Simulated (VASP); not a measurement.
Runs of VASP 6.6.1 on Si. The structure is that of space group P6/mmm (No. 191), or close to it. The cells are those of the table. This isn't the form of Si at room conditions, which is diamond.

| task | cell | cutoff (eV) | gap on the mesh (eV) | pressure (GPa) |
| --- | --- | --- | --- | --- |
| single point | a = 2.543, b = 2.543, c = 2.426 Å, angles 90.0, 90.0, 120.0°, 1 atom | 520 | none | 13.0 |
| single point | a = 2.514, b = 2.514, c = 2.401 Å, angles 90.0, 90.0, 120.0°, 1 atom | 520 | none | 19.0 |
| single point | a = 2.686, b = 2.686, c = 2.533 Å, angles 90.0, 90.0, 120.0°, 1 atom | 520 | none | -5.7 |
| single point | a = 2.657, b = 2.657, c = 2.514 Å, angles 90.0, 90.0, 120.0°, 1 atom | 520 | none | (b) |
| relaxation of shape and atoms at fixed volume | relaxed from a = 2.573, b = 2.573, c = 2.447 Å, angles 90.0, 90.0, 120.0°, 1 atom | 600 | none | 7.9 |
| single point | a = 2.600, b = 2.600, c = 2.473 Å, angles 90.0, 90.0, 120.0°, 1 atom | 520 | none | 3.6 |
| relaxation of shape and atoms at fixed volume | relaxed from a = 2.544, b = 2.544, c = 2.423 Å, angles 90.0, 90.0, 120.0°, 1 atom | 600 | none | 13.0 |
| single point | a = 2.629, b = 2.629, c = 2.494 Å, angles 90.0, 90.0, 120.0°, 1 atom | 520 | none | (a) |

Alike in all rows: level r2SCAN; potentials or basis VASP PAW PBE potentials, release 64 (Si); no spin polarisation; k mesh 18 × 18 × 16; smearing gaussian 0.1 eV.

**Question.** Fill in the values left out.

**Answer.** (a) -0.1; (b) -3.1.

Caveats: the PAW data sets were made with another functional, which shifts forces and pressure a little; the cell stands under pressure (at least some runs); the cell stands under tension (at least some runs).

A gap of «none» marks levels without a gap at the run's occupations.
